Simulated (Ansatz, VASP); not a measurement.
## CdS in VASP and in Ansatz

```
Cd S
1.0
     4.26117    0.00000    0.00000
    -2.13058    3.69028    0.00000
     0.00000    0.00000    5.80417
Cd S
1 1
Direct
  0.00000 0.00000 0.44269
  0.66667 0.33333 0.43431
```

Alike in both runs: task single point; functional PBE; k mesh 7 × 7 × 5; occupations gaussian, width 0.024 eV; no spin polarisation.

|  | VASP | Ansatz |
| --- | --- | --- |
| version | VASP 6.6.1 | Ansatz 0.2.0 |
| potentials or method | VASP PAW PBE potentials, release 64 (Cd_sv_GW, S) | Ansatz PAW |
| plane-wave cutoff (eV) | 630 | 420 |
| valence electrons in the cell | 26 | 26 |

```tsv
	VASP	Ansatz	Ansatz less VASP
gap on the k mesh at the Fermi level (eV)	1.46	1.47	+0.005
least direct gap on the mesh (eV)	1.47	1.47	+0.005
pressure (GPa)	-0.3	-0.2	+0.08
traceless stress, the component that is largest in VASP (GPa)	0.24	0.25	+0.006
rms of the force components (eV/Å)	0.003	0.003	+0.0003
```

Atom by atom the forces differ by 0.000 eV/Å (rms over components).

Noted on Ansatz's run: odd divisions of the mesh miss points on the zone boundary, where band edges often lie, so the gap on the mesh can be too wide.
